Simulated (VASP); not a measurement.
# Rh (Fm-3m) in VASP: notebook

Rh is run at these levels: LDA; tasks: single point, relaxation of cell and atoms.

Everything below comes from runs of VASP 6.6.1. Logs are shortened: lines on timing, memory, paths and dates and some standing lists are left out, and cuts for length are marked.

## (1) The cell of the first run

The structure is cubic, space group Fm-3m (No. 225). The conventional cell has a = 3.754 Å, b = 3.754 Å, c = 3.754 Å, α = 90.00°, β = 90.00°, γ = 90.00°. Rh (site symmetry m-3m) has 12 Rh at 2.65 Å within 3.5 Å.

## (2) Single point, LDA

Contents of INCAR:

```
  ALGO = Normal
  EDIFF = 1E-7
  ENCUT = 520
  GGA = CA
  ISIF = 2
  ISMEAR = 0
  LASPH = True
  LCHARG = True
  LELF = True
  LREAL = False
  LVHAR = True
  LWAVE = False
  NBANDS = 14
  NELM = 80
  PREC = Accurate
  SIGMA = 0.1
```

Contents of KPOINTS:

```
k-points
0
Gamma
  20 20 20
```

Contents of POSCAR:

```
Rh
1.0
    0.0000000000      1.8768447070      1.8768447070
    1.8768447070      0.0000000000      1.8768447070
    1.8768447070      1.8768447070      0.0000000000
Rh
1
Direct
    0.0000000000      0.0000000000      0.0000000000
```

Potentials or basis: VASP PAW LDA potentials, release 64 (Rh_pv).

Started as:

```console
$ cat potpaw_LDA.64/Rh_pv/POTCAR > POTCAR
$ mpirun -np 1 vasp_std > vasp.out
```

OUTCAR:

```text
EDIFF = 1E-7
   ENCUT = 520
   GGA = CA
   ISIF = 2
   ISMEAR = 0
   LASPH = True
   LREAL = False
   NELM = 80
   PREC = Accurate

 ion  position               nearest neighbor table
   1  0.000  0.000  0.000-

  LATTYP: Found a face centered cubic cell.
 ALAT       =     3.7536894140

  Lattice vectors:

 A1 = (   0.0000000000,   1.8768447070,   1.8768447070)
 A2 = (   1.8768447070,   0.0000000000,   1.8768447070)
 A3 = (   1.8768447070,   1.8768447070,   0.0000000000)

Analysis of symmetry for initial positions (statically):
=====================================================================
 Subroutine PRICEL returns:
 Original cell was already a primitive cell.

 Routine SETGRP: Setting up the symmetry group for a
 face centered cubic supercell.

 Subroutine GETGRP returns: Found 48 space group operations
 (whereof 48 operations were pure point group operations)
 out of a pool of 48 trial point group operations.

The static configuration has the point symmetry O_h .

Analysis of symmetry for dynamics (positions and initial velocities):
=====================================================================
 Subroutine PRICEL returns:
 Original cell was already a primitive cell.

 Routine SETGRP: Setting up the symmetry group for a
 face centered cubic supercell.

 Subroutine GETGRP returns: Found 48 space group operations
 (whereof 48 operations were pure point group operations)
 out of a pool of 48 trial point group operations.

The dynamic configuration has the point symmetry O_h .

 Subroutine INISYM returns: Found 48 space group operations
 (whereof 48 operations are pure point group operations),
 and found     1 'primitive' translations

----------------------------------------------------------------------------------------

                                     Primitive cell

  volume of cell :      13.2225

  direct lattice vectors                    reciprocal lattice vectors
     0.000000000  1.876844707  1.876844707    -0.266404566  0.266404566  0.266404566
     1.876844707  0.000000000  1.876844707     0.266404566 -0.266404566  0.266404566
     1.876844707  1.876844707  0.000000000     0.266404566  0.266404566 -0.266404566

  length of vectors
     2.654259239  2.654259239  2.654259239     0.461426244  0.461426244  0.461426244

  position of ions in fractional coordinates (direct lattice)
     0.000000000  0.000000000  0.000000000

  ion indices of the primitive-cell ions
   primitive index   ion index
                 1           1

----------------------------------------------------------------------------------------

 KPOINTS: k-points

Automatic generation of k-mesh.
 Grid dimensions read from file:
 generate k-points for:   20   20   20

 Generating k-lattice:

  Cartesian coordinates                     Fractional coordinates (reciprocal lattice)
    -0.013320228  0.013320228  0.013320228     0.050000000  0.000000000  0.000000000
     0.013320228 -0.013320228  0.013320228     0.000000000  0.050000000  0.000000000
     0.013320228  0.013320228 -0.013320228     0.000000000  0.000000000  0.050000000

  Length of vectors
     0.023071312  0.023071312  0.023071312

  Shift w.r.t. Gamma in fractional coordinates (k-lattice)
     0.000000000  0.000000000  0.000000000

 Subroutine IBZKPT returns following result:
 ===========================================

 Found    256 irreducible k-points:

 Following reciprocal coordinates:
            Coordinates               Weight
  0.000000  0.000000  0.000000      1.000000
  0.050000  0.000000  0.000000      8.000000
  0.100000  0.000000  0.000000      8.000000
  0.150000  0.000000  0.000000      8.000000
  0.200000  0.000000  0.000000      8.000000
  0.250000  0.000000  0.000000      8.000000
[... 16 lines left out ...]
 -0.400000  0.050000  0.000000     24.000000
 -0.350000  0.050000  0.000000     24.000000
 [... further k-points ...]
   k-points           NKPTS =    256   k-points in BZ     NKDIM =    256   number of bands    NBANDS=     14
   number of dos      NEDOS =    301   number of ions     NIONS =      1
   total plane-waves  NPLWV =   8000
   dimension x,y,z NGX =    20 NGY =   20 NGZ =   20
   dimension x,y,z NGXF=    40 NGYF=   40 NGZF=   40
   ions per type =               1
   NGX,Y,Z   is equivalent  to a cutoff of  12.53, 12.53, 12.53 a.u.
   NGXF,Y,Z  is equivalent  to a cutoff of  25.05, 25.05, 25.05 a.u.
 SYSTEM =  unknown system
   PREC   = accura    normal or accurate (medium, high low for compatibility)
   ISTART =      0    job   : 0-new  1-cont  2-samecut
   ICHARG =      2    charge: 1-file 2-atom 10-const
   ISPIN  =      1    spin polarized calculation?
   LNONCOLLINEAR =      F non collinear calculations
   LSORBIT =      F    spin-orbit coupling
   LASPH  =      T    aspherical Exc in radial PAW
   ENCUT  =  520.0 eV  38.22 Ry    6.18 a.u.   4.94  4.94  4.94*2*pi/ulx,y,z
   NELM   =     80;   NELMIN=  2; NELMDL= -5     # of ELM steps
   EDIFF  = 0.1E-06   stopping-criterion for ELM
   LREAL  =      F    real-space projection
   EDIFFG = 0.1E-05   stopping-criterion for IOM
   NSW    =      0    number of steps for IOM
   IBRION =     -1    ionic relax: 0-MD 1-quasi-New 2-CG
   NFREE  =      0    steps in history (QN), initial steepest desc. (CG)
   ISIF   =      2    stress and relaxation
   ISYM   =      2    0-nonsym 1-usesym 2-fastsym
   POTIM  = 0.5000    time-step for ionic-motion
   TEBEG  =    0.0;   TEEND  =   0.0 temperature during run
   PSTRESS=    0.0 pullay stress
   NELECT =      15.0000    total number of electrons
   NUPDOWN=      -1.0000    fix difference up-down
   EMIN   =  10.00;   EMAX   =-10.00  energy-range for DOS
   EFERMI =   0.00;   METHOD = LEGACY
   ISMEAR =     0;   SIGMA  =   0.10  broadening in eV -4-tet -1-fermi 0-gaus
   EFERMI_NEDOS =   21; number of points for ismear=-14 and -15
   IALGO  =     38    algorithm
   IMIX   =      4    mixing-type and parameters
     AMIX     =   0.40;   BMIX     =  1.00
     AMIX_MAG =   1.60;   BMIX_MAG =  1.00
  volume/ion in A,a.u.               =      13.22        89.23
  Fermi-wavevector in a.u.,A,eV,Ry     =   1.707393  3.226506 39.663595  2.915192
  Thomas-Fermi vector in A             =   2.786254
   LORBIT       =      0    0 simple, 1 ext, 2 COOP (PROOUT), +10 PAW based schemes
   GGA     = CA    functional components
   LHFCALC =     F    Hartree Fock is set to
   AEXX    =    0.0000 exact exchange contribution
   IVDW    =     0    specifies the selected vdW correction
   LEPSILON=     F    determine dielectric tensor
   LRPA    =     F    only Hartree local field effects (RPA)
 non-spin polarized calculation
 Gauss-broadening in eV      SIGMA  =   0.10
  energy-cutoff  :      520.00
  volume of cell :       13.22
 maximum number of plane-waves:       368
   NGX =  9   NGY =  9   NGZ =  9

 number of electron      15.0000002 magnetization

 Free energy of the ion-electron system (eV)
  ---------------------------------------------------
  ext. energy  EPLUGINS =         0.00000000
  ---------------------------------------------------
  free energy    TOTEN  =        -8.68735299 eV

  energy without entropy =       -8.68190501  energy(sigma->0) =       -8.68462900

 E-fermi :  12.4515     XC(G=0): -14.6015

 val. band max:       12.4407499039   @ k =   0.3000   0.3000   0.0000
 cond. band min:      12.4543178650   @ k =  -0.3500   0.2500   0.0500
 fundamental gap:      0.0135679612
 Fermi energy:        12.4514906704

 k-point     1 :       0.0000    0.0000    0.0000
  band No.  band energies     occupation
      1     -33.7839      2.00000
      2     -33.7839      2.00000
      3     -33.7839      2.00000
      4       4.1276      2.00000
      5       9.1445      2.00000
      6       9.1445      2.00000
      7       9.1445      2.00000
      8      11.4058      2.00000
      9      11.4058      2.00000
     10      28.3555      0.00000
     11      32.6893      0.00000
     12      33.9876      0.00000
     13      33.9876      0.00000
     14      33.9876      0.00000

 k-point     2 :       0.0500    0.0000    0.0000
  band No.  band energies     occupation
      1     -33.8056      2.00000
      2     -33.7868      2.00000
      3     -33.7868      2.00000
      4       4.2330      2.00000
      5       9.0958      2.00000
      6       9.1869      2.00000
      7       9.1869      2.00000
      8      11.3808      2.00000
      9      11.3808      2.00000
     10      28.5160      0.00000
     11      32.6886      0.00000
     12      33.4165      0.00000
     13      34.1467      0.00000
     14      34.1467      0.00000

 k-point     3 :       0.1000    0.0000    0.0000
  band No.  band energies     occupation
      1     -33.8684      2.00000
      2     -33.7952      2.00000
      3     -33.7952      2.00000
      4       4.5377      2.00000
      5       8.9694      2.00000
      6       9.3013      2.00000
      7       9.3013      2.00000
      8      11.3225      2.00000
      9      11.3225      2.00000
     10      28.9591      0.00000
     11      32.1619      0.00000
     12      32.6928      0.00000
     13      34.6124      0.00000
     14      34.6124      0.00000
[... 324 lines left out ...]
 k-point    23 :      -0.4000    0.0500    0.0000
  band No.  band energies     occupation
      1     -34.5761      2.00000
      2     -33.9139      2.00000
      3     -33.8910      2.00000
      4       6.0923      2.00000
      5       9.0953      2.00000
      6       9.2016      2.00000
      7      11.5608      2.00000
      8      12.6552      0.00397
      9      13.5809      0.00000
     10      22.6833      0.00000
     11      28.3664      0.00000
     12      32.6903      0.00000
     13      33.8538      0.00000
     14      34.9094      0.00000

 k-point    24 :      -0.3500    0.0500    0.0000
  band No.  band energies     occupation
      1     -34.4962      2.00000
      2     -33.9049      2.00000
      3     -33.8765      2.00000
      4       6.1774      2.00000
      5       9.2165      2.00000
      6       9.3071      2.00000
      7      10.7187      2.00000
      8      12.2438      1.99669
      9      13.0419      0.00000
     10      24.1653      0.00000
     11      28.8722      0.00000
     12      32.6903      0.00000
     13      34.5038      0.00000
     14      36.1067      0.00000

 [... further k-points ...]
[... 5 lines left out ...]
  --------------------------------------------------------------------------------------
  -------------------------------------------------------------------------------------
  Total        0.0754530      0.0754530      0.0754530     -0.0000000     -0.0000000      0.0000000
  in kB        9.1426501      9.1426501      9.1426501     -0.0000000     -0.0000000      0.0000000
  external PRESSURE =       9.1426501 kB  Pullay stress =       0.0000000 kB

 VOLUME and BASIS-vectors are now :
 -----------------------------------------------------------------------------
  energy-cutoff  :      520.00
  volume of cell :       13.22
      direct lattice vectors                 reciprocal lattice vectors
     0.000000000  1.876844707  1.876844707    -0.266404566  0.266404566  0.266404566
     1.876844707  0.000000000  1.876844707     0.266404566 -0.266404566  0.266404566
     1.876844707  1.876844707  0.000000000     0.266404566  0.266404566 -0.266404566

 POSITION                                       TOTAL-FORCE (eV/Angst)
 -----------------------------------------------------------------------------------
      0.00000      0.00000      0.00000        -0.000000      0.000000     -0.000000
 -----------------------------------------------------------------------------------
    total drift:                               -0.000000     -0.000000     -0.000000

  FREE ENERGIE OF THE ION-ELECTRON SYSTEM (eV)
  ---------------------------------------------------
  free  energy   TOTEN  =        -8.6873529884 eV

  energy  without entropy=       -8.6819050093  energy(sigma->0) =       -8.68462900
```

It took 20 s on 1 thread of AMD EPYC 9R45 (Zen 5), shared host; peak memory 0.12 GiB.

Results:

| Property | Result |
| --- | --- |
| Free energy | -8.6874 eV |
| Pressure | 0.9 GPa |

## (3) Relaxation of cell and atoms, LDA

This run uses another cell than the first one, of 13.26 Å³/atom, 1.003 times its volume.

Contents of INCAR:

```
SYSTEM = Rh
PREC = Accurate ; ENCUT = 600
EDIFF = 1E-6 ; ISMEAR = 0
SIGMA = 0.1 ; LREAL = .FALSE.
LASPH = .TRUE. ; NELM = 80
ALGO = Normal ; ISIF = 3
LWAVE = .FALSE. ; LCHARG = .FALSE.
GGA = CA ; IBRION = 2
NSW = 100 ; EDIFFG = -0.005
```

Contents of KPOINTS:

```
regular mesh
0
G
  20 20 20
  0 0 0
```

Contents of POSCAR:

```
Rh
1.0
    0.0000000000      1.8787596527      1.8787596527
    1.8787596527      0.0000000000      1.8787596527
    1.8787596527      1.8787596527      0.0000000000
Rh
1
Direct
    0.0000000000      0.0000000000      0.0000000000
```

Potentials or basis: VASP PAW LDA potentials, release 64 (Rh_pv).

Started as:

```console
$ cat potpaw_LDA.64/Rh_pv/POTCAR > POTCAR
$ mpirun -np 1 vasp_std > vasp.out
```

OUTCAR:

```text
SYSTEM = Rh
   PREC = Accurate
   ENCUT = 600
   EDIFF = 1E-6
   ISMEAR = 0
   LREAL = .FALSE.
   LASPH = .TRUE.
   NELM = 80
   ISIF = 3
   GGA = CA
   IBRION = 2
   NSW = 100
   EDIFFG = -0.005

 ion  position               nearest neighbor table
   1  0.000  0.000  0.000-

  LATTYP: Found a face centered cubic cell.
 ALAT       =     3.7575193054

  Lattice vectors:

 A1 = (   0.0000000000,   1.8787596527,   1.8787596527)
 A2 = (   1.8787596527,   0.0000000000,   1.8787596527)
 A3 = (   1.8787596527,   1.8787596527,   0.0000000000)

Analysis of symmetry for initial positions (statically):
=====================================================================
 Subroutine PRICEL returns:
 Original cell was already a primitive cell.

 Routine SETGRP: Setting up the symmetry group for a
 face centered cubic supercell.

 Subroutine GETGRP returns: Found 48 space group operations
 (whereof 48 operations were pure point group operations)
 out of a pool of 48 trial point group operations.

The static configuration has the point symmetry O_h .

Analysis of symmetry for dynamics (positions and initial velocities):
[... 167 lines left out ...]
  Total       -0.0152545     -0.0152545     -0.0152545      0.0000000      0.0000000     -0.0000000
  in kB       -1.8427495     -1.8427495     -1.8427495      0.0000000      0.0000000     -0.0000000
  external PRESSURE =      -1.8427495 kB  Pullay stress =       0.0000000 kB
[... 57 lines left out ...]
--------------------------------------- Ionic step        3  -------------------------------------------

 number of electron      15.0000001 magnetization

 Free energy of the ion-electron system (eV)
  ---------------------------------------------------
  ext. energy  EPLUGINS =         0.00000000
  ---------------------------------------------------
  free energy    TOTEN  =        -8.68733495 eV

  energy without entropy =       -8.68186575  energy(sigma->0) =       -8.68460035

 E-fermi :  12.4033     XC(G=0): -14.5855

 val. band max:       12.3925188479   @ k =  -0.3000   0.3000   0.1000
 cond. band min:      12.4061698258   @ k =  -0.3500   0.2500   0.0500
 fundamental gap:      0.0136509779
 Fermi energy:        12.4033232579

 k-point     1 :       0.0000    0.0000    0.0000
  band No.  band energies     occupation
      1     -33.8282      2.00000
      2     -33.8282      2.00000
      3     -33.8282      2.00000
      4       4.0982      2.00000
      5       9.1089      2.00000
      6       9.1089      2.00000
      7       9.1089      2.00000
      8      11.3614      2.00000
      9      11.3614      2.00000
     10      28.3109      0.00000
     11      32.6500      0.00000
[... 309 lines left out ...]
 k-point    24 :      -0.3500    0.0500    0.0000
  band No.  band energies     occupation
      1     -34.5342      2.00000
      2     -33.9482      2.00000
      3     -33.9200      2.00000
      4       6.1494      2.00000
      5       9.1810      2.00000
      6       9.2713      2.00000
      7      10.6767      2.00000
      8      12.1965      1.99656
      9      12.9916      0.00000
     10      24.0926      0.00000
     11      28.8207      0.00000

 [... further k-points ...]
[... 5 lines left out ...]
  --------------------------------------------------------------------------------------
  -------------------------------------------------------------------------------------
  Total        0.0015457      0.0015457      0.0015457      0.0000000     -0.0000000      0.0000000
  in kB        0.1868287      0.1868287      0.1868287      0.0000000     -0.0000000      0.0000000
  external PRESSURE =       0.1868287 kB  Pullay stress =       0.0000000 kB
[... 16 lines left out ...]
  FREE ENERGIE OF THE ION-ELECTRON SYSTEM (eV)
  ---------------------------------------------------
  free  energy   TOTEN  =        -8.6873349470 eV

  energy  without entropy=       -8.6818657530  energy(sigma->0) =       -8.68460035

 reached required accuracy - stopping structural energy minimisation
```

It took 42 s on 1 thread of AMD EPYC 9R45 (Zen 5), shared host; peak memory 0.14 GiB.

Results:

| Property | Result |
| --- | --- |
| Free energy | -8.6873 eV |
| Relaxed volume | 13.26 Å³/atom |
| Relaxed cell | a = 2.656 Å, b = 2.656 Å, c = 2.656 Å, α = 60.00°, β = 60.00°, γ = 60.00° |
| Space group after relaxing (to 0.05 Å) | Fm-3m (No. 225) |
| Energy gained by relaxing | 0.0 meV/atom |
| Ionic steps | 3 |
| Pressure after relaxing | 0.0 GPa |

Final structure:
```cif
data_structure
_symmetry_space_group_name_H-M 'P 1'
_symmetry_Int_Tables_number 1
_cell_length_a 2.6565
_cell_length_b 2.6565
_cell_length_c 2.6565
_cell_angle_alpha 60.000
_cell_angle_beta 60.000
_cell_angle_gamma 60.000
_cell_volume 13.26
loop_
_atom_site_label
_atom_site_type_symbol
_atom_site_fract_x
_atom_site_fract_y
_atom_site_fract_z
_atom_site_occupancy
Rh1 Rh 0.00000 0.00000 0.00000 1
```
